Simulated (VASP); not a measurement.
Here is a VASP 6.6.1 calculation.

INCAR

```
SYSTEM = SrCl2
PREC = Accurate
ENCUT = 520
EDIFF = 1E-8
ISMEAR = 0
SIGMA = 0.05
LREAL = .FALSE.
LASPH = .TRUE.
NELM = 100
ALGO = Normal
ISIF = 2
LWAVE = .FALSE.
LCHARG = .FALSE.
GGA = PS
LEFG = .TRUE.
NBANDS = 19
```

File KPOINTS:

```
Automatic mesh
0
G
  8 8 8
  0 0 0
```

The input POSCAR:

```
SrCl2
1.0
    0.0000000000      3.4536334143      3.4536334143
    3.4536334143      0.0000000000      3.4536334143
    3.4536334143      3.4536334143      0.0000000000
Sr Cl
1 2
Direct
    0.0000000000      0.0000000000      0.0000000000
    0.2500000000      0.2500000000      0.2500000000
    0.7500000000      0.7500000000      0.7500000000
```

Potentials or basis: VASP PAW PBE potentials, release 64 (Sr_sv, Cl).

The run is started by

```sh
$ cat potpaw_PBE.64/Sr_sv/POTCAR potpaw_PBE.64/Cl/POTCAR > POTCAR
$ mpirun -np 1 vasp_std > vasp.out
```

Question: Estimate the pressure.

Answer: 0.2 GPa.

Question: What does it give for the band gap on the k mesh?

Answer: 5.24 eV (least direct gap 5.34 eV).

Caveat: the PAW data sets were made with another functional, which shifts forces and pressure a little. A k mesh can miss the band edges.
